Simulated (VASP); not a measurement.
# Hf (P-1) in VASP: single point with PBE

Aim: the single point of Hf with PBE.

Program: VASP 6.6.1. These are calculated values, not measurements. Logs are shortened: lines on timing, memory, paths and dates and some standing lists are left out, and cuts for length are marked.

### 1 The cell of the first run

The typed cell holds 2 atoms: a = 3.197 Å, b = 3.211 Å, c = 5.058 Å, α = 90.21°, β = 90.57°, γ = 120.43°.

### 2 Single point, PBE (equal xy, yz and zx shear strains of -1 %)

INCAR reads:

```
ALGO     = Normal         # electronic algorithm
EDIFF    = 1E-7           # SCF threshold, eV
ENCUT    = 520            # plane-wave cutoff, eV
GGA      = PE             # functional
ISIF     = 2              # what is computed and relaxed
ISMEAR   = -1             # smearing method
LASPH    = True           # aspherical terms in the spheres
LCHARG   = False          # write CHGCAR
LREAL    = False          # projectors in reciprocal space
LWAVE    = False          # write WAVECAR
NBANDS   = 17             # bands
NELM     = 60             # most SCF steps
PREC     = Accurate       # precision mode
SIGMA    = 0.05           # smearing width, eV
```

KPOINTS reads:

```
k-points
0
Gamma
  13 13 7
```

POSCAR reads:

```
Hf
1.0
    3.1966985242     -0.0159834926     -0.0159834926
   -1.6121913728      2.7764138765     -0.0058503643
   -0.0252890000     -0.0252890000      5.0578000000
Hf
2
Direct
    0.3333333333      0.6666666667      0.2500000000
    0.6666666667      0.3333333333      0.7500000000
```

Potentials or basis: VASP PAW PBE potentials, release 64 (Hf_pv).

Command:

```console
> cat potpaw_PBE.64/Hf_pv/POTCAR > POTCAR
> mpirun -np 1 vasp_std > vasp.out
```

OUTCAR:

```text
EDIFF = 1E-7
   ENCUT = 520
   GGA = PE
   ISIF = 2
   ISMEAR = -1
   LASPH = True
   LREAL = False
   NELM = 60
   PREC = Accurate

 ion  position               nearest neighbor table
   1  0.333  0.667  0.250-   2 3.11   2 3.12   2 3.13   2 3.14   2 3.15   2 3.15
   2  0.667  0.333  0.750-   1 3.11   1 3.12   1 3.13   1 3.14   1 3.15   1 3.15

  LATTYP: Found a triclinic cell.
 ALAT       =     3.1829413338
 B/A-ratio  =     1.0043472705
 C/A-ratio  =     1.5890730972
 COS(alpha) =     0.0099745013
 COS(beta)  =     0.0136846555
 COS(gamma) =     0.4934979113

  Lattice vectors:

 A1 = (   1.5845071514,   2.7604303839,  -0.0218338569)
 A2 = (   3.1966985242,  -0.0159834926,  -0.0159834926)
 A3 = (   0.0252890000,   0.0252890000,  -5.0578000000)

Analysis of symmetry for initial positions (statically):
=====================================================================
 Subroutine PRICEL returns:
 Original cell was already a primitive cell.

 Routine SETGRP: Setting up the symmetry group for a
 triclinic supercell.

 Subroutine GETGRP returns: Found  2 space group operations
 (whereof  2 operations were pure point group operations)
 out of a pool of  2 trial point group operations.

The static configuration has the point symmetry S_2 .

Analysis of symmetry for dynamics (positions and initial velocities):
=====================================================================
 Subroutine PRICEL returns:
 Original cell was already a primitive cell.

 Routine SETGRP: Setting up the symmetry group for a
 triclinic supercell.

 Subroutine GETGRP returns: Found  2 space group operations
 (whereof  2 operations were pure point group operations)
 out of a pool of  2 trial point group operations.

The dynamic configuration has the point symmetry S_2 .

 Subroutine INISYM returns: Found  2 space group operations
 (whereof  2 operations are pure point group operations),
 and found     1 'primitive' translations

----------------------------------------------------------------------------------------

                                     Primitive cell

  volume of cell :      44.7572

  direct lattice vectors                    reciprocal lattice vectors
     3.196698524 -0.015983493 -0.015983493     0.313746088  0.182189424  0.002479678
    -1.612191373  2.776413876 -0.005850364     0.001815250  0.361234742  0.001815250
    -0.025289000 -0.025289000  5.057800000     0.000993590  0.000993590  0.197724357

  length of vectors
     3.196778441  3.210555912  5.057926443     0.362816404  0.361243864  0.197729350

  position of ions in fractional coordinates (direct lattice)
     0.333333333  0.666666667  0.250000000
     0.666666667  0.333333333  0.750000000

  ion indices of the primitive-cell ions
   primitive index   ion index
                 1           1
                 2           2

----------------------------------------------------------------------------------------

 KPOINTS: k-points

Automatic generation of k-mesh.
 Grid dimensions read from file:
 generate k-points for:   13   13    7

 Generating k-lattice:

  Cartesian coordinates                     Fractional coordinates (reciprocal lattice)
     0.024134314  0.014014571  0.000190744     0.076923077 -0.000000000  0.000000000
     0.000139635  0.027787288  0.000139635    -0.000000000  0.076923077 -0.000000000
     0.000141941  0.000141941  0.028246337    -0.000000000  0.000000000  0.142857143

  Length of vectors
     0.027908954  0.027787990  0.028247050

  Shift w.r.t. Gamma in fractional coordinates (k-lattice)
     0.000000000  0.000000000  0.000000000

 Subroutine IBZKPT returns following result:
 ===========================================

 Found    592 irreducible k-points:

 Following reciprocal coordinates:
            Coordinates               Weight
  0.000000  0.000000  0.000000      1.000000
  0.076923  0.000000 -0.000000      2.000000
  0.153846  0.000000 -0.000000      2.000000
  0.230769  0.000000  0.000000      2.000000
  0.307692  0.000000 -0.000000      2.000000
  0.384615  0.000000 -0.000000      2.000000
[... 16 lines left out ...]
  0.153846  0.153846 -0.000000      2.000000
  0.230769  0.153846  0.000000      2.000000
 [... further k-points ...]
   k-points           NKPTS =    592   k-points in BZ     NKDIM =    592   number of bands    NBANDS=     17
   number of dos      NEDOS =    301   number of ions     NIONS =      2
   total plane-waves  NPLWV =  23040
   dimension x,y,z NGX =    24 NGY =   24 NGZ =   40
   dimension x,y,z NGXF=    48 NGYF=   48 NGZF=   80
   ions per type =               2
   NGX,Y,Z   is equivalent  to a cutoff of  12.48, 12.43, 13.15 a.u.
   NGXF,Y,Z  is equivalent  to a cutoff of  24.96, 24.85, 26.29 a.u.
 SYSTEM =  unknown system
   PREC   = accura    normal or accurate (medium, high low for compatibility)
   ISTART =      0    job   : 0-new  1-cont  2-samecut
   ICHARG =      2    charge: 1-file 2-atom 10-const
   ISPIN  =      1    spin polarized calculation?
   LNONCOLLINEAR =      F non collinear calculations
   LSORBIT =      F    spin-orbit coupling
   LASPH  =      T    aspherical Exc in radial PAW
   ENCUT  =  520.0 eV  38.22 Ry    6.18 a.u.   5.94  5.97  9.40*2*pi/ulx,y,z
   NELM   =     60;   NELMIN=  2; NELMDL= -5     # of ELM steps
   EDIFF  = 0.1E-06   stopping-criterion for ELM
   LREAL  =      F    real-space projection
   EDIFFG = 0.1E-05   stopping-criterion for IOM
   NSW    =      0    number of steps for IOM
   IBRION =     -1    ionic relax: 0-MD 1-quasi-New 2-CG
   NFREE  =      0    steps in history (QN), initial steepest desc. (CG)
   ISIF   =      2    stress and relaxation
   ISYM   =      2    0-nonsym 1-usesym 2-fastsym
   POTIM  = 0.5000    time-step for ionic-motion
   TEBEG  =    0.0;   TEEND  =   0.0 temperature during run
   PSTRESS=    0.0 pullay stress
   NELECT =      20.0000    total number of electrons
   NUPDOWN=      -1.0000    fix difference up-down
   EMIN   =  10.00;   EMAX   =-10.00  energy-range for DOS
   EFERMI =   0.00;   METHOD = LEGACY
   ISMEAR =    -1;   SIGMA  =   0.05  broadening in eV -4-tet -1-fermi 0-gaus
   EFERMI_NEDOS =   21; number of points for ismear=-14 and -15
   IALGO  =     38    algorithm
   IMIX   =      4    mixing-type and parameters
     AMIX     =   0.40;   BMIX     =  1.00
     AMIX_MAG =   1.60;   BMIX_MAG =  1.00
  volume/ion in A,a.u.               =      22.38       151.02
  Fermi-wavevector in a.u.,A,eV,Ry     =   1.251595  2.365172 21.313393  1.566490
  Thomas-Fermi vector in A             =   2.385535
   LORBIT       =      0    0 simple, 1 ext, 2 COOP (PROOUT), +10 PAW based schemes
   GGA     = PE    functional components
   LHFCALC =     F    Hartree Fock is set to
   AEXX    =    0.0000 exact exchange contribution
   IVDW    =     0    specifies the selected vdW correction
   LEPSILON=     F    determine dielectric tensor
   LRPA    =     F    only Hartree local field effects (RPA)
 non-spin polarized calculation
  energy-cutoff  :      520.00
  volume of cell :       44.76
 maximum number of plane-waves:      1222
   NGX = 11   NGY = 11   NGZ = 19

 number of electron      20.0000004 magnetization

 Free energy of the ion-electron system (eV)
  ---------------------------------------------------
  ext. energy  EPLUGINS =         0.00000000
  ---------------------------------------------------
  free energy    TOTEN  =       -19.85338890 eV

  energy without entropy =      -19.84041566  energy(sigma->0) =      -19.84690228

 E-fermi :   4.9164     XC(G=0): -11.2818

 val. band max:        4.9145732156   @ k =  -0.0000  -0.0000   0.4286
 cond. band min:       4.9165980332   @ k =  -0.1538   0.0769  -0.0000
 fundamental gap:      0.0020248176
 Fermi energy:         4.9164050417

 k-point     1 :       0.0000    0.0000    0.0000
  band No.  band energies     occupation
      1     -26.1600      2.00000
      2     -25.4220      2.00000
      3     -25.4111      2.00000
      4     -25.2960      2.00000
      5     -25.2947      2.00000
      6     -25.2807      2.00000
[... 9 lines left out ...]
     16       7.5871      0.00000
     17      10.2203      0.00000

 k-point     2 :       0.0769    0.0000   -0.0000
  band No.  band energies     occupation
      1     -26.1445      2.00000
      2     -25.4455      2.00000
      3     -25.4322      2.00000
      4     -25.3210      2.00000
      5     -25.3006      2.00000
      6     -25.2963      2.00000
[... 9 lines left out ...]
     16       7.3690      0.00000
     17      10.3619      0.00000

 k-point     3 :       0.1538    0.0000   -0.0000
  band No.  band energies     occupation
      1     -26.0997      2.00000
      2     -25.5369      2.00000
      3     -25.4632      2.00000
      4     -25.4144      2.00000
      5     -25.3215      2.00000
      6     -25.3116      2.00000
[... 9 lines left out ...]
     16       7.4856      0.00000
     17      10.6660      0.00000

 k-point     4 :       0.2308    0.0000    0.0000
  band No.  band energies     occupation
      1     -26.0309      2.00000
      2     -25.6666      2.00000
      3     -25.5427      2.00000
      4     -25.5046      2.00000
      5     -25.3570      2.00000
      6     -25.3322      2.00000
[... 9 lines left out ...]
     16       8.2393      0.00000
     17      10.9622      0.00000
[... 343 lines left out ...]
      1     -26.0580      2.00000
      2     -25.6081      2.00000
      3     -25.5369      2.00000
      4     -25.4497      2.00000
      5     -25.3435      2.00000
      6     -25.3289      2.00000
[... 9 lines left out ...]
     16       8.0943      0.00000
     17      10.7826      0.00000

 k-point    23 :       0.1538    0.1538   -0.0000
  band No.  band energies     occupation
      1     -25.9926      2.00000
      2     -25.6866      2.00000
      3     -25.6615      2.00000
      4     -25.4875      2.00000
      5     -25.3786      2.00000
      6     -25.3710      2.00000
[... 9 lines left out ...]
     16       9.0060      0.00000
     17      10.8592      0.00000

 k-point    24 :       0.2308    0.1538    0.0000
  band No.  band energies     occupation
      1     -25.9122      2.00000
      2     -25.7954      2.00000
      3     -25.7444      2.00000
      4     -25.5483      2.00000
      5     -25.4272      2.00000
      6     -25.4132      2.00000
[... 9 lines left out ...]
     16      10.0934      0.00000
     17      10.9291      0.00000

 [... further k-points ...]
[... 5 lines left out ...]
  --------------------------------------------------------------------------------------
  -------------------------------------------------------------------------------------
  Total        0.1170084      0.1199251      0.0586473      0.1984050      0.1455275      0.1456072
  in kB        4.1885594      4.2929670      2.0994017      7.1023202      5.2094611      5.2123120
  external PRESSURE =       3.5269760 kB  Pullay stress =       0.0000000 kB

 VOLUME and BASIS-vectors are now :
 -----------------------------------------------------------------------------
  energy-cutoff  :      520.00
  volume of cell :       44.76
      direct lattice vectors                 reciprocal lattice vectors
     3.196698524 -0.015983493 -0.015983493     0.313746088  0.182189424  0.002479678
    -1.612191373  2.776413876 -0.005850364     0.001815250  0.361234742  0.001815250
    -0.025289000 -0.025289000  5.057800000     0.000993590  0.000993590  0.197724357

 POSITION                                       TOTAL-FORCE (eV/Angst)
 -----------------------------------------------------------------------------------
     -0.01555      1.83929      1.25522         0.028401      0.000296      0.001903
      1.57477      0.89585      3.78074        -0.028401     -0.000296     -0.001903
 -----------------------------------------------------------------------------------
    total drift:                               -0.000000      0.000000     -0.000000

  FREE ENERGIE OF THE ION-ELECTRON SYSTEM (eV)
  ---------------------------------------------------
  free  energy   TOTEN  =       -19.8533888996 eV

  energy  without entropy=      -19.8404156582  energy(sigma->0) =      -19.84690228
```

Run time: 7.3 min. Hardware: 1 thread of Oxide Virtual Turin-like, shared host; peak memory 0.43 GiB.

What came out:

```
Free energy            : -19.8534 eV
Pressure               : 0.4 GPa
Largest force          : 0.028 eV/Å
Band gap on the k mesh : zero (bands 10 and 11 overlap by 1.51 eV)
```

Forces on the atoms (eV/Å):
```
Hf   0.028  0.000  0.002
Hf  -0.028  0.000 -0.002
```

Caveat: the cell differs from its parent crystal (equal xy, yz and zx shear strains of -1 %); spin-orbit coupling is left out, which moves the levels of the heavy elements.
